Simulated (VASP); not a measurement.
Wanted: the native input for a VASP 6.6.1 run.

| Item | Value |
| --- | --- |
| Task | single point |
| Functional | PBEsol |
| Potentials or basis | VASP PAW PBE potentials, release 64 (Cu, Au) |
| Cutoff | 520 eV |
| k mesh | 18 × 18 × 14 |
| Occupations | gaussian, width 0.15 eV |
| Spin | no spin polarisation |
| Dipole correction | no |
| Further INCAR settings | ALGO = Fast; EDIFF = 1e-06; NBANDS = 18 |

The structure of CuAu lies in POSCAR:

```
CuAu
1.0
    2.7160000000      0.0000000000      0.0000000000
    0.0000000000      2.7160000000      0.0000000000
    0.0000000000      0.0000000000      3.6700000000
Cu Au
1 1
Direct
    0.5000000000      0.5000000000      0.5000000000
    0.0000000000      0.0000000000      0.0000000000
```

This cell differs from its parent crystal: strain -0.030 along x and y, +0.000 along z.

The input as run:

INCAR

```
PREC = Accurate
ENCUT = 520
EDIFF = 1E-6
ISMEAR = 0
SIGMA = 0.15
LREAL = F
LASPH = T
NELM = 60
ALGO = Fast
ISIF = 2
LWAVE = F
LCHARG = T
GGA = PS
LELF = T
LVHAR = T
NBANDS = 18
```

KPOINTS

```
regular mesh
0
Gamma
  18 18 14
```

Potentials or basis: VASP PAW PBE potentials, release 64 (Cu, Au).

The run is started by

```console
$ cat potpaw_PBE.64/Cu/POTCAR potpaw_PBE.64/Au/POTCAR > POTCAR
$ mpirun -np 1 vasp_std > vasp.out
```

Results of the run:

```yaml
Pressure: 9.8 GPa
Band_gap_on_the_k_mesh: zero (bands 11 and 12 overlap by 7.75 eV)
```

Caveat: the cell differs from its parent crystal (strain -0.030 along x and y, +0.000 along z); the cell stands under pressure; the PAW data sets were made with another functional, which shifts forces and pressure a little; spin-orbit coupling is left out, which moves the levels of the heavy elements.

Wall time 110 s on 1 thread of AMD EPYC 9R45 96-Core Processor (Zen 5), on a shared host, peak memory 0.29 GiB.
